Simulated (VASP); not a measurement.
# TaN (Imm2) in VASP: a series of runs

The runs below take TaN through single point, with PBEsol.

Program: VASP 6.6.1. These are calculated values, not measurements. Logs are shortened: lines on timing, memory, paths and dates and some standing lists are left out, and cuts for length are marked.

## (1) The cell of the first run

It takes space group Imm2 (No. 44, orthorhombic). The conventional cell has a = 3.082 Å, b = 4.358 Å, c = 3.082 Å, α = 90.00°, β = 90.00°, γ = 90.00°. Within 2.4 Å of Ta (site symmetry mm2) lie 4 N at 1.79 to 2.27 Å. Within 2.4 Å of N (site symmetry mm2) lie 4 Ta at 1.79 to 2.27 Å.

## (2) Single point, PBEsol (atom 2 (N) moved by (-0.450, -0.450) A along y and z)

The input, INCAR:

```
SYSTEM = TaN
ALGO = Normal ; EDIFF = 1E-6
ENCUT = 520 ; GGA = PS
ISIF = 2 ; ISMEAR = 0
LASPH = .True. ; LCHARG = .True.
LELF = .True. ; LREAL = .False.
LVHAR = .True. ; LWAVE = .False.
NBANDS = 15 ; NELM = 100
PREC = Accurate ; SIGMA = 0.15
```

The input, KPOINTS:

```
k-points
0
Gamma
  18 18 18
  0 0 0
```

The input, POSCAR:

```
TaN
1.0
    0.0000000000      2.1790000000      2.1790000000
    2.1790000000      0.0000000000      2.1790000000
    2.1790000000      2.1790000000      0.0000000000
Ta N
1 1
Direct
    0.5000000000      0.5000000000      0.5000000000
   -0.2065167508      0.0000000000      0.0000000000
```

Potentials or basis: VASP PAW PBE potentials, release 64 (Ta_pv, N).

On the command line:

```
$ cat potpaw_PBE.64/Ta_pv/POTCAR potpaw_PBE.64/N/POTCAR > POTCAR
$ mpirun -np 1 vasp_std > vasp.out
```

OUTCAR:

```text
SYSTEM = TaN
   EDIFF = 1E-6
   ENCUT = 520
   GGA = PS
   ISIF = 2
   ISMEAR = 0
   LASPH = .True.
   LREAL = .False.
   NELM = 100
   PREC = Accurate

 ion  position               nearest neighbor table
   1  0.500  0.500  0.500-   2 1.79   2 1.79   2 2.27   2 2.27   2 2.67   2 2.67
   2  0.793  0.000  0.000-   1 1.79   1 1.79   1 2.27   1 2.27   1 2.67   1 2.67

  LATTYP: Found a face centered cubic cell.
 ALAT       =     4.3580000000

  Lattice vectors:

 A1 = (   0.0000000000,   2.1790000000,   2.1790000000)
 A2 = (   2.1790000000,   0.0000000000,   2.1790000000)
 A3 = (   2.1790000000,   2.1790000000,   0.0000000000)

Analysis of symmetry for initial positions (statically):
=====================================================================
 Subroutine PRICEL returns:
 Original cell was already a primitive cell.

 Routine SETGRP: Setting up the symmetry group for a
 face centered cubic supercell.

 Subroutine GETGRP returns: Found  4 space group operations
 (whereof  4 operations were pure point group operations)
 out of a pool of 48 trial point group operations.

The static configuration has the point symmetry C_2v.

Analysis of symmetry for dynamics (positions and initial velocities):
=====================================================================
 Subroutine PRICEL returns:
 Original cell was already a primitive cell.

 Routine SETGRP: Setting up the symmetry group for a
 face centered cubic supercell.

 Subroutine GETGRP returns: Found  4 space group operations
 (whereof  4 operations were pure point group operations)
 out of a pool of 48 trial point group operations.

The dynamic configuration has the point symmetry C_2v.

 Subroutine INISYM returns: Found  4 space group operations
 (whereof  4 operations are pure point group operations),
 and found     1 'primitive' translations

----------------------------------------------------------------------------------------

                                     Primitive cell

  volume of cell :      20.6920

  direct lattice vectors                    reciprocal lattice vectors
     0.000000000  2.179000000  2.179000000    -0.229463056  0.229463056  0.229463056
     2.179000000  0.000000000  2.179000000     0.229463056 -0.229463056  0.229463056
     2.179000000  2.179000000  0.000000000     0.229463056  0.229463056 -0.229463056

  length of vectors
     3.081571352  3.081571352  3.081571352     0.397441672  0.397441672  0.397441672

  position of ions in fractional coordinates (direct lattice)
[... 90 lines left out ...]
   NELECT =      16.0000    total number of electrons
   NUPDOWN=      -1.0000    fix difference up-down
   EMIN   =  10.00;   EMAX   =-10.00  energy-range for DOS
   EFERMI =   0.00;   METHOD = LEGACY
   ISMEAR =     0;   SIGMA  =   0.15  broadening in eV -4-tet -1-fermi 0-gaus
   EFERMI_NEDOS =   21; number of points for ismear=-14 and -15
   IALGO  =     38    algorithm
   IMIX   =      4    mixing-type and parameters
     AMIX     =   0.40;   BMIX     =  1.00
     AMIX_MAG =   1.60;   BMIX_MAG =  1.00
  volume/ion in A,a.u.               =      10.35        69.82
  Fermi-wavevector in a.u.,A,eV,Ry     =   1.502615  2.839530 30.719922  2.257851
  Thomas-Fermi vector in A             =   2.613832
   LORBIT       =      0    0 simple, 1 ext, 2 COOP (PROOUT), +10 PAW based schemes
   GGA     = PS    functional components
   LHFCALC =     F    Hartree Fock is set to
   AEXX    =    0.0000 exact exchange contribution
   IVDW    =     0    specifies the selected vdW correction
   LEPSILON=     F    determine dielectric tensor
   LRPA    =     F    only Hartree local field effects (RPA)
 non-spin polarized calculation
 Gauss-broadening in eV      SIGMA  =   0.15
  energy-cutoff  :      520.00
  volume of cell :       20.69
 maximum number of plane-waves:       568
   NGX = 11   NGY = 11   NGZ = 11

 number of electron      16.0000000 magnetization

 Free energy of the ion-electron system (eV)
  ---------------------------------------------------
  ext. energy  EPLUGINS =         0.00000000
  ---------------------------------------------------
  free energy    TOTEN  =       -20.71144027 eV

  energy without entropy =      -20.70158671  energy(sigma->0) =      -20.70651349

 E-fermi :   9.3048     XC(G=0): -13.5857

 val. band max:        9.2986476942   @ k =   0.2222   0.3333  -0.0556
 cond. band min:       9.3052365422   @ k =   0.2778   0.1111  -0.3333
 fundamental gap:      0.0065888480
 Fermi energy:         9.3048323279

 k-point     1 :       0.0000    0.0000    0.0000
  band No.  band energies     occupation
      1     -25.9302      2.00000
      2     -25.7108      2.00000
      3     -25.4571      2.00000
      4      -9.4791      2.00000
      5       1.9214      2.00000
      6       3.0086      2.00000
      7       3.0490      2.00000
      8       7.3974      2.00000
      9       9.5267      0.03648
     10      10.0431      0.00000
     11      11.1740      0.00000
     12      14.9641      0.00000
     13      15.0061      0.00000
     14      18.6038      0.00000
[... 401 lines left out ...]
      2     -25.7297      2.00000
      3     -25.4866      2.00000
      4      -9.1327      2.00000
      5       1.9235      2.00000
      6       2.7695      2.00000
      7       2.9503      2.00000
      8       7.3008      2.00000
      9       9.1769      1.77217
     10      10.2383      0.00000
     11      11.7379      0.00000
     12      14.2204      0.00000
     13      16.6955      0.00000
     14      19.3397      0.00000
     15      22.7515      0.00000

 [... further k-points ...]

------------------------ aborting loop because EDIFF is reached ----------------------------------------

  FORCE on cell =-STRESS in cart. coord.  units (eV):
  Direction    XX          YY          ZZ          XY          YZ          ZX
  --------------------------------------------------------------------------------------
  -------------------------------------------------------------------------------------
  Total        1.6355108     13.7882036     13.7882036      0.0000000     -6.5422333      0.0000000
  in kB      126.6374916   1067.6197079   1067.6197079      0.0000000   -506.5647044      0.0000000
  external PRESSURE =     753.9589692 kB  Pullay stress =       0.0000000 kB

 VOLUME and BASIS-vectors are now :
 -----------------------------------------------------------------------------
  energy-cutoff  :      520.00
  volume of cell :       20.69
      direct lattice vectors                 reciprocal lattice vectors
     0.000000000  2.179000000  2.179000000    -0.229463056  0.229463056  0.229463056
     2.179000000  0.000000000  2.179000000     0.229463056 -0.229463056  0.229463056
     2.179000000  2.179000000  0.000000000     0.229463056  0.229463056 -0.229463056

 POSITION                                       TOTAL-FORCE (eV/Angst)
 -----------------------------------------------------------------------------------
      2.17900      2.17900      2.17900         0.000000     -6.117262     -6.117262
      0.00000      1.72900      1.72900         0.000000      6.117262      6.117262
 -----------------------------------------------------------------------------------
    total drift:                                0.000000      0.000722      0.000722

  FREE ENERGIE OF THE ION-ELECTRON SYSTEM (eV)
  ---------------------------------------------------
  free  energy   TOTEN  =       -20.7114402676 eV

  energy  without entropy=      -20.7015867139  energy(sigma->0) =      -20.70651349
```

stdout:

```text
POSCAR found type information on POSCAR TaN
 POSCAR found :  2 types and       2 ions
 scaLAPACK will be used
 -----------------------------------------------------------------------------
|                                                                             |
|                                                                             |
|     You enforced a specific xc type in the INCAR file but a different       |
|     I HOPE YOU KNOW WHAT YOU ARE DOING!                                     |
|                                                                             |
 -----------------------------------------------------------------------------

 LDA part: xc-table for (Slater+PW92), standard interpolation
 POSCAR, INCAR and KPOINTS ok, starting setup
 FFT: planning ... GRIDC
 FFT: planning ... GRID_SOFT
 FFT: planning ... GRID
 WAVECAR not read
 entering main loop
```

Run time: 3.8 min. Hardware: 1 thread of Intel Xeon 8259CL, shared host; peak memory 0.37 GiB.

What came out:

| Property | Result |
| --- | --- |
| Free energy | -20.7114 eV |
| Pressure | 75.4 GPa |
| Largest force | 8.651 eV/Å |
| Band gap on the k mesh | zero (bands 8 and 9 overlap by 3.31 eV) |

Forces on the atoms (eV/Å):
```
Ta   0.000 -6.117 -6.117
N    0.000  6.117  6.117
```

Stress tensor (GPa, compression positive):
```
 12.66   0.00   0.00
  0.00 106.76 -50.66
  0.00 -50.66 106.76
```

Caveat: the cell differs from its parent crystal (atom 2 (N) moved by (-0.450, -0.450) A along y and z); the cell stands under pressure; the PAW data sets were made with another functional, which shifts forces and pressure a little; spin-orbit coupling is left out, which moves the levels of the heavy elements.

## (3) Single point, PBEsol (atom 2 (N) moved by (-0.225, -0.225) A along y and z)

The input, INCAR:

```
ALGO = Normal
EDIFF = 1E-6
ENCUT = 520
GGA = PS
ISIF = 2
ISMEAR = 0
LASPH = True
LCHARG = False
LREAL = False
LWAVE = False
NBANDS = 15
NELM = 80
PREC = Accurate
SIGMA = 0.15
```

The input, KPOINTS:

```
k-points
0
Gamma
  18 18 18
```

POSCAR, as its differences from that of step 2:

```diff
@@ -9,2 +9,2 @@
     0.5000000000      0.5000000000      0.5000000000
-   -0.2065167508      0.0000000000      0.0000000000
+   -0.1032583754      0.0000000000      0.0000000000
```

Potentials or basis: VASP PAW PBE potentials, release 64 (Ta_pv, N).

On the command line:

```
$ cat potpaw_PBE.64/Ta_pv/POTCAR potpaw_PBE.64/N/POTCAR > POTCAR
$ mpirun -np 1 vasp_std > vasp.out
```

It took 3.6 min on 1 thread of Intel Xeon 8259CL, shared host; peak memory 0.37 GiB.

Results (log left out):

```
Free energy            : -22.6735 eV
Pressure               : 23.9 GPa
Largest force          : 3.754 eV/Å
Band gap on the k mesh : zero (bands 8 and 9 overlap by 2.96 eV)
```

Forces on the atoms (eV/Å):
```
Ta   0.000 -2.655 -2.655
N    0.000  2.655  2.655
```

Stress tensor (GPa, compression positive):
```
 5.44  0.00  0.00
 0.00 33.17 -8.50
 0.00 -8.50 33.17
```

Levels at points of the mesh, in eV from the Fermi level:
```
           k point  band 6  band 7  band 8  band 9  band 10  band 11
(0.00, 0.00, 0.00)   -5.13   -5.00   -1.99   -0.67    -0.09     1.38
(0.50, 0.00, 0.00)   -7.78   -7.53    1.64    2.04     2.84     4.27
(0.00, 0.50, 0.00)   -7.40   -6.93    1.42    1.47     2.67     3.31
(0.50, 0.50, 0.00)   -6.39   -4.70   -2.97    2.87     3.81     3.97
(0.00, 0.50, 0.50)   -6.55   -5.02   -1.96    3.20     3.98     3.98
```

Caveat: the cell differs from its parent crystal (atom 2 (N) moved by (-0.225, -0.225) A along y and z); the cell stands under pressure; the PAW data sets were made with another functional, which shifts forces and pressure a little; spin-orbit coupling is left out, which moves the levels of the heavy elements.
